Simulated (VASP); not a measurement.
Input of a VASP 6.6.1 run:

INCAR

```
ALGO = Normal ; EDIFF = 1E-7
ENCUT = 520 ; GGA = PE
ISIF = 2 ; ISMEAR = 0
LASPH = T ; LCHARG = F
LREAL = F ; LWAVE = F
NBANDS = 46 ; NELM = 80
PREC = Accurate ; SIGMA = 0.1
```

File KPOINTS:

```
k-points
0
Gamma
  4 2 4
```

POSCAR

```
Al2GaP3
1.0
    3.9149458485      0.0006497686     -0.0059705022
   -0.0012594709     -7.8234269928     -0.0014340868
   -1.9439113535      1.9544487195     -8.1913722848
Al Ga P
4 2 6
Direct
    0.3316009750      0.6663956218      0.6670177074
    0.3325715395      0.1663102330      0.6661349175
    0.6663483426      0.8330903821      0.3330201763
    0.6650197499      0.3340262727      0.3336534439
    0.0009629814      0.4998010452      0.0000198572
    0.0006983181      1.0005233361     -0.0002302672
    0.0847245797      0.7917619517      0.1672536615
    0.0832471185      0.2921049290      0.1680896017
    0.4175372862      0.9580600353      0.8323162042
    0.4179576414      0.4576256568      0.8326123674
    0.7492550248      0.6253888768      0.5004985921
    0.7500764430      0.1249116594      0.4996137380
```

Potentials or basis: VASP PAW PBE potentials, release 64 (Al, Ga_d, P).

Command:

```console
$ cat potpaw_PBE.64/Al/POTCAR potpaw_PBE.64/Ga_d/POTCAR potpaw_PBE.64/P/POTCAR > POTCAR
$ mpirun -np 1 vasp_std > vasp.out
```

(1) Estimate the band gap on the k mesh.

(2) Estimate the pressure.

(3) What does it give for the largest force?

Answers

(1) 1.59 eV.

(2) -0.1 GPa.

(3) 0.034 eV/Å.
